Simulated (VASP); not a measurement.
# MnAlC4N4 (P4/mmm) in VASP: single point with PBE

Aim: the single point of MnAlC4N4 with PBE.

Program: VASP 6.6.1. These are calculated values, not measurements. Logs are shortened: lines on timing, memory, paths and dates and some standing lists are left out, and cuts for length are marked.

### Step 1. The cell of the first run

Symmetry: P4/mmm, No. 123, tetragonal system. The conventional cell has a = 7.179 Å, b = 7.179 Å, c = 3.517 Å, α = 90.00°, β = 90.00°, γ = 90.00°. Within 2.5 Å of Mn (site symmetry 4/mmm) lie 4 N at 1.90 Å. Within 2.7 Å of Al (site symmetry 4/mmm) lie 4 C at 2.00 Å. Within 1.6 Å of C (site symmetry m2m) lie 1 N at 1.17 Å. Within 1.6 Å of N (site symmetry m2m) lie 1 C at 1.17 Å.

### Step 2. Single point, PBE, collinear spin, ferromagnetic start

INCAR

```
ALGO = Normal
EDIFF = 1E-6
ENCUT = 520
GGA = PE
ISIF = 2
ISMEAR = 0
ISPIN = 2
LASPH = True
LCHARG = False
LMAXMIX = 4
LORBIT = 11
LREAL = False
LWAVE = False
MAGMOM = 4 0 0 0 0 0 0 0 0 0
NBANDS = 41
NELM = 150
PREC = Accurate
SIGMA = 0.1
```

KPOINTS

```
k-points
0
Gamma
  4 4 4
```

POSCAR

```
MnAlC4N4
1.0
    7.1793926372      0.0000000000      0.0000000000
    0.0000000000      7.1793926372      0.0000000000
    0.0000000000      0.0000000000      3.5167276719
Mn Al C N
1 1 4 4
Direct
    0.5000000000      0.5000000000      0.0000000000
    0.0000000000      0.0000000000      0.0000000000
    0.1970006973      0.8029993027      0.0000000000
    0.8029993027      0.1970006973      0.0000000000
    0.1970006973      0.1970006973      0.0000000000
    0.8029993027      0.8029993027      0.0000000000
    0.3124163888      0.6875836112      0.0000000000
    0.6875836112      0.3124163888      0.0000000000
    0.3124163888      0.3124163888      0.0000000000
    0.6875836112      0.6875836112      0.0000000000
```

Potentials or basis: VASP PAW PBE potentials, release 64 (Mn_pv, Al, C, N).

Command:

```bash
cat potpaw_PBE.64/Mn_pv/POTCAR potpaw_PBE.64/Al/POTCAR potpaw_PBE.64/C/POTCAR potpaw_PBE.64/N/POTCAR > POTCAR
mpirun -np 1 vasp_std > vasp.out
```

OUTCAR:

```text
EDIFF = 1E-6
   ENCUT = 520
   GGA = PE
   ISIF = 2
   ISMEAR = 0
   ISPIN = 2
   LASPH = True
   LORBIT = 11
   LREAL = False
   NELM = 150
   PREC = Accurate

 ion  position               nearest neighbor table
   1  0.500  0.500  0.000-   7 1.90   8 1.90   9 1.90  10 1.90
   2  0.000  0.000  0.000-   3 2.00   4 2.00   5 2.00   6 2.00
   3  0.197  0.803  0.000-   7 1.17   2 2.00
   4  0.803  0.197  0.000-   8 1.17   2 2.00
   5  0.197  0.197  0.000-   9 1.17   2 2.00
   6  0.803  0.803  0.000-  10 1.17   2 2.00
   7  0.312  0.688  0.000-   3 1.17   1 1.90
   8  0.688  0.312  0.000-   4 1.17   1 1.90
   9  0.312  0.312  0.000-   5 1.17   1 1.90
  10  0.688  0.688  0.000-   6 1.17   1 1.90

  LATTYP: Found a simple tetragonal cell.
 ALAT       =     7.1793926372
 C/A-ratio  =     0.4898363761

  Lattice vectors:

 A1 = (   7.1793926372,   0.0000000000,   0.0000000000)
 A2 = (   0.0000000000,   7.1793926372,   0.0000000000)
 A3 = (   0.0000000000,   0.0000000000,   3.5167276719)

Analysis of symmetry for initial positions (statically):
=====================================================================
 Subroutine PRICEL returns:
 Original cell was already a primitive cell.

 Routine SETGRP: Setting up the symmetry group for a
 simple tetragonal supercell.

 Subroutine GETGRP returns: Found 16 space group operations
 (whereof 16 operations were pure point group operations)
 out of a pool of 16 trial point group operations.

The static configuration has the point symmetry D_4h.

Analysis of symmetry for dynamics (positions and initial velocities):
=====================================================================
 Subroutine PRICEL returns:
 Original cell was already a primitive cell.

 Routine SETGRP: Setting up the symmetry group for a
 simple tetragonal supercell.

 Subroutine GETGRP returns: Found 16 space group operations
 (whereof 16 operations were pure point group operations)
 out of a pool of 16 trial point group operations.

The dynamic configuration has the point symmetry D_4h.

Analysis of structural, dynamic, and magnetic symmetry:
=====================================================================
 Subroutine PRICEL returns:
 Original cell was already a primitive cell.

 Routine SETGRP: Setting up the symmetry group for a
 simple tetragonal supercell.

 Subroutine GETGRP returns: Found 16 space group operations
 (whereof 16 operations were pure point group operations)
 out of a pool of 16 trial point group operations.

The overall configuration has the point symmetry D_4h.

 Subroutine INISYM returns: Found 16 space group operations
 (whereof 16 operations are pure point group operations),
 and found     1 'primitive' translations

----------------------------------------------------------------------------------------

                                     Primitive cell

  volume of cell :     181.2651

  direct lattice vectors                    reciprocal lattice vectors
     7.179392637  0.000000000  0.000000000     0.139287548  0.000000000  0.000000000
     0.000000000  7.179392637  0.000000000     0.000000000  0.139287548  0.000000000
     0.000000000  0.000000000  3.516727672     0.000000000  0.000000000  0.284355257

  length of vectors
     7.179392637  7.179392637  3.516727672     0.139287548  0.139287548  0.284355257

  position of ions in fractional coordinates (direct lattice)
     0.500000000  0.500000000  0.000000000
     0.000000000  0.000000000  0.000000000
     0.197000697  0.802999303  0.000000000
     0.802999303  0.197000697  0.000000000
     0.197000697  0.197000697  0.000000000
     0.802999303  0.802999303  0.000000000
     0.312416389  0.687583611  0.000000000
     0.687583611  0.312416389  0.000000000
     0.312416389  0.312416389  0.000000000
     0.687583611  0.687583611  0.000000000

  ion indices of the primitive-cell ions
   primitive index   ion index
                 1           1
[... 60 lines left out ...]
   dimension x,y,z NGXF=   108 NGYF=  108 NGZF=   56
   ions per type =               1   1   4   4
   NGX,Y,Z   is equivalent  to a cutoff of  12.50, 12.50, 13.24 a.u.
   NGXF,Y,Z  is equivalent  to a cutoff of  25.01, 25.01, 26.47 a.u.
 SYSTEM =  unknown system
   PREC   = accura    normal or accurate (medium, high low for compatibility)
   ISTART =      0    job   : 0-new  1-cont  2-samecut
   ICHARG =      2    charge: 1-file 2-atom 10-const
   ISPIN  =      2    spin polarized calculation?
   LNONCOLLINEAR =      F non collinear calculations
   LSORBIT =      F    spin-orbit coupling
   LASPH  =      T    aspherical Exc in radial PAW
   ENCUT  =  520.0 eV  38.22 Ry    6.18 a.u.  13.35 13.35  6.54*2*pi/ulx,y,z
   NELM   =    150;   NELMIN=  2; NELMDL= -5     # of ELM steps
   EDIFF  = 0.1E-05   stopping-criterion for ELM
   LREAL  =      F    real-space projection
   EDIFFG = 0.1E-04   stopping-criterion for IOM
   NSW    =      0    number of steps for IOM
   IBRION =     -1    ionic relax: 0-MD 1-quasi-New 2-CG
   NFREE  =      0    steps in history (QN), initial steepest desc. (CG)
   ISIF   =      2    stress and relaxation
   ISYM   =      2    0-nonsym 1-usesym 2-fastsym
   POTIM  = 0.5000    time-step for ionic-motion
   TEBEG  =    0.0;   TEEND  =   0.0 temperature during run
   PSTRESS=    0.0 pullay stress
   NELECT =      52.0000    total number of electrons
   NUPDOWN=      -1.0000    fix difference up-down
   EMIN   =  10.00;   EMAX   =-10.00  energy-range for DOS
   EFERMI =   0.00;   METHOD = LEGACY
   ISMEAR =     0;   SIGMA  =   0.10  broadening in eV -4-tet -1-fermi 0-gaus
   EFERMI_NEDOS =   21; number of points for ismear=-14 and -15
   IALGO  =     38    algorithm
   IMIX   =      4    mixing-type and parameters
     AMIX     =   0.40;   BMIX     =  1.00
     AMIX_MAG =   1.60;   BMIX_MAG =  1.00
  volume/ion in A,a.u.               =      18.13       122.32
  Fermi-wavevector in a.u.,A,eV,Ry     =   1.079704  2.040344 15.861127  1.165760
  Thomas-Fermi vector in A             =   2.215676
   LORBIT       =     11    0 simple, 1 ext, 2 COOP (PROOUT), +10 PAW based schemes
   GGA     = PE    functional components
   LHFCALC =     F    Hartree Fock is set to
   AEXX    =    0.0000 exact exchange contribution
   IVDW    =     0    specifies the selected vdW correction
   LEPSILON=     F    determine dielectric tensor
   LRPA    =     F    only Hartree local field effects (RPA)
 spin polarized calculation
 Gauss-broadening in eV      SIGMA  =   0.10
  energy-cutoff  :      520.00
  volume of cell :      181.27
 maximum number of plane-waves:      4909
 NGX is ok and might be reduce to    54
   NGX = 27   NGY = 27   NGZ = 13

 number of electron      52.0000024 magnetization       2.5367664

 Free energy of the ion-electron system (eV)
  ---------------------------------------------------
  ext. energy  EPLUGINS =         0.00000000
  ---------------------------------------------------
  free energy    TOTEN  =       -79.93456047 eV

  energy without entropy =      -79.92064493  energy(sigma->0) =      -79.92760270

 E-fermi :   0.8658     XC(G=0):  -7.6022

 val. band max:        0.8505650370   @ k =   0.0000   0.0000   0.2500
 cond. band min:       0.8802381193   @ k =   0.5000   0.0000   0.5000
 fundamental gap:      0.0296730823
 Fermi energy:         0.8657784548

 spin component 1

 k-point     1 :       0.0000    0.0000    0.0000
  band No.  band energies     occupation
      1     -49.1929      1.00000
      2     -49.0523      1.00000
      3     -49.0523      1.00000
      4     -18.0074      1.00000
      5     -17.7866      1.00000
      6     -17.7866      1.00000
[... 727 lines left out ...]
     37       6.6810      0.00000
     38       6.9326      0.00000
 Fermi energy:         0.8657784548

 spin component 2

 k-point     1 :       0.0000    0.0000    0.0000
  band No.  band energies     occupation
      1     -46.5899      1.00000
      2     -46.5898      1.00000
      3     -45.7841      1.00000
      4     -18.0107      1.00000
      5     -17.7916      1.00000
      6     -17.7916      1.00000
[... 727 lines left out ...]
     37       6.4901      0.00000
     38       6.8708      0.00000
 [bands above 38 left out]

------------------------ aborting loop because EDIFF is reached ----------------------------------------

  FORCE on cell =-STRESS in cart. coord.  units (eV):
  Direction    XX          YY          ZZ          XY          YZ          ZX
  --------------------------------------------------------------------------------------
  -------------------------------------------------------------------------------------
  Total        0.5793326      0.5793326     -0.4784375      0.0000000     -0.0000000     -0.0000000
  in kB        5.1206415      5.1206415     -4.2288439      0.0000000     -0.0000000     -0.0000000
  external PRESSURE =       2.0041464 kB  Pullay stress =       0.0000000 kB

 VOLUME and BASIS-vectors are now :
 -----------------------------------------------------------------------------
  energy-cutoff  :      520.00
  volume of cell :      181.27
      direct lattice vectors                 reciprocal lattice vectors
     7.179392637  0.000000000  0.000000000     0.139287548  0.000000000  0.000000000
     0.000000000  7.179392637  0.000000000     0.000000000  0.139287548  0.000000000
     0.000000000  0.000000000  3.516727672     0.000000000  0.000000000  0.284355257

 POSITION                                       TOTAL-FORCE (eV/Angst)
 -----------------------------------------------------------------------------------
      3.58970      3.58970      0.00000         0.000000     -0.000000      0.000000
      0.00000      0.00000      0.00000         0.000000     -0.000000      0.000000
      1.41435      5.76505      0.00000        -0.256101      0.256101      0.000000
      5.76505      1.41435      0.00000         0.256101     -0.256101     -0.000000
      1.41435      1.41435      0.00000        -0.256101     -0.256101      0.000000
      5.76505      5.76505      0.00000         0.256101      0.256101     -0.000000
      2.24296      4.93643      0.00000         0.232013     -0.232013      0.000000
      4.93643      2.24296      0.00000        -0.232013      0.232013     -0.000000
      2.24296      2.24296      0.00000         0.232013      0.232013      0.000000
      4.93643      4.93643      0.00000        -0.232013     -0.232013     -0.000000
 -----------------------------------------------------------------------------------
    total drift:                                0.000000      0.000000      0.000000

  FREE ENERGIE OF THE ION-ELECTRON SYSTEM (eV)
  ---------------------------------------------------
  free  energy   TOTEN  =       -79.9345604746 eV

  energy  without entropy=      -79.9206449275  energy(sigma->0) =      -79.92760270

 total charge

# of ion       s       p       d       tot
------------------------------------------
    1        0.321   6.349   5.055  11.725
    2        0.323   0.418   0.000   0.741
    3        0.958   1.644   0.000   2.602
    4        0.958   1.644   0.000   2.602
    5        0.958   1.644   0.000   2.602
    6        0.958   1.644   0.000   2.602
    7        1.301   2.602   0.000   3.903
    8        1.301   2.602   0.000   3.903
    9        1.301   2.602   0.000   3.903
   10        1.301   2.602   0.000   3.903
--------------------------------------------------
tot          9.677  23.754   5.055  38.487

 magnetization (x)

# of ion       s       p       d       tot
------------------------------------------
    1        0.035   0.019   2.576   2.630
    2       -0.003  -0.027   0.000  -0.030
    3        0.000   0.022   0.000   0.022
    4        0.000   0.022   0.000   0.022
    5        0.000   0.022   0.000   0.022
    6        0.000   0.022   0.000   0.022
    7       -0.007  -0.037   0.000  -0.044
    8       -0.007  -0.037   0.000  -0.044
    9       -0.007  -0.037   0.000  -0.044
   10       -0.007  -0.037   0.000  -0.044
--------------------------------------------------
tot          0.008  -0.068   2.576   2.515
```

It took 3.6 min on 1 thread of Intel Xeon Platinum 8488C (Sapphire Rapids), shared host; peak memory 0.44 GiB.

Results:

```
Free energy                                           : -79.9346 eV
Pressure                                              : 0.2 GPa
Largest force                                         : 0.362 eV/Å
Net moment                                            : 2.54 μB per cell
Site moments                                          : Mn +2.63; Al -0.03; C +0.02; N -0.04 μB
Valence electrons inside the program's atomic spheres : Mn 11.72; Al 0.74; C 2.60; N 3.90
```

Forces on the atoms (eV/Å):
```
Mn   0.000  0.000  0.000
Al   0.000  0.000  0.000
C   -0.256  0.256  0.000
C    0.256 -0.256  0.000
C   -0.256 -0.256  0.000
C    0.256  0.256  0.000
N    0.232 -0.232  0.000
N   -0.232  0.232  0.000
N    0.232  0.232  0.000
N   -0.232 -0.232  0.000
```

Stress tensor (GPa, compression positive):
```
 0.51  0.00  0.00
 0.00  0.51  0.00
 0.00  0.00 -0.42
```

Caveat: the k points lie up to 0.45 Å⁻¹ apart; a cell with one magnetic atom can't hold antiferromagnetic order, which such compounds often take. With open d or f shells a metallic result of PBE can be an artefact of self-interaction; +U or a hybrid may open a gap.
